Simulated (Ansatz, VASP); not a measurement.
## In2GeO3: VASP beside Ansatz

```
In Ge O
1.0
     3.30505    0.00000    0.00000
    -1.65252    2.86225    0.00000
     0.00000    0.00000   10.49083
In Ge O
2 1 3
Direct
  0.66667 0.33333 0.64314
  0.33333 0.66667 0.35686
  0.00000 0.00000 0.00000
  0.66667 0.33333 0.27192
  0.33333 0.66667 0.72808
  0.00000 0.00000 0.50000
```

Change from the starting cell: species swapped into the Ba2H3I type (P-3m1, No. 164).

Alike in both runs: functional PBE; k mesh 12 × 12 × 4; occupations gaussian, width 0.1 eV; no spin polarisation.

Ansatz relaxed the structure, and its values are those at the end. VASP's run is a single point on that final structure, the one shown.

|  | VASP | Ansatz |
| --- | --- | --- |
| version | VASP 6.6.1 | Ansatz 0.2.0 |
| potentials or method | VASP PAW PBE potentials, release 64 (In_d, Ge_d, O), cutoff 520 eV | scalar-relativistic, plane waves, PAW |
| valence electrons in the cell | 58 | 58 |

|  | VASP | Ansatz | Ansatz less VASP |
| --- | --- | --- | --- |
| gap on the k mesh at the Fermi level (eV) | none | none | - |
| pressure (GPa) | 0.3 | 0.0 | -0.31 |
| rms of the force components (eV/Å) | 0.016 | 0.000 | -0.0157 |

A gap of «none» marks a metal or a gap that the smearing closes. The functional is the same, so the differences come from potentials, cutoffs and numerics.
